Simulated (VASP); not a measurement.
A run of VASP 6.6.1 is set up as follows.

Contents of INCAR:

```
SYSTEM = Si
ALGO = Normal ; EDIFF = 1E-6
ENCUT = 500 ; GGA = PE
GGA_COMPAT = .FALSE. ; ISIF = 2
ISMEAR = -1 ; ISYM = 0
LASPH = .TRUE. ; LCHARG = .FALSE.
LREAL = .FALSE. ; LWAVE = .FALSE.
NBANDS = 8 ; NELM = 120
PREC = Accurate ; SIGMA = 0.1
```

KPOINTS

```
k-points
0
G
  16 16 14
  0 0 0
```

Contents of POSCAR:

```
Si
1.0
   -1.6269150000      1.6269150000      1.3203300000
    1.6269150000     -1.6269150000      1.3203300000
    1.6269150000      1.6269150000     -1.3203300000
Si
1
Direct
    0.0000000000      0.0000000000      0.0000000000
```

Potentials or basis: VASP PAW PBE potentials, release 64 (Si).

Command:

```bash
$ cat potpaw_PBE.64/Si/POTCAR > POTCAR
$ mpirun -np 1 vasp_std > vasp.out
```

(1) Predict the band gap on the k mesh.

(2) Estimate the pressure.

Results:

(1) zero (bands 2 and 3 overlap by 13.46 eV).

(2) 3.5 GPa.

Caveat: the cell stands under pressure.
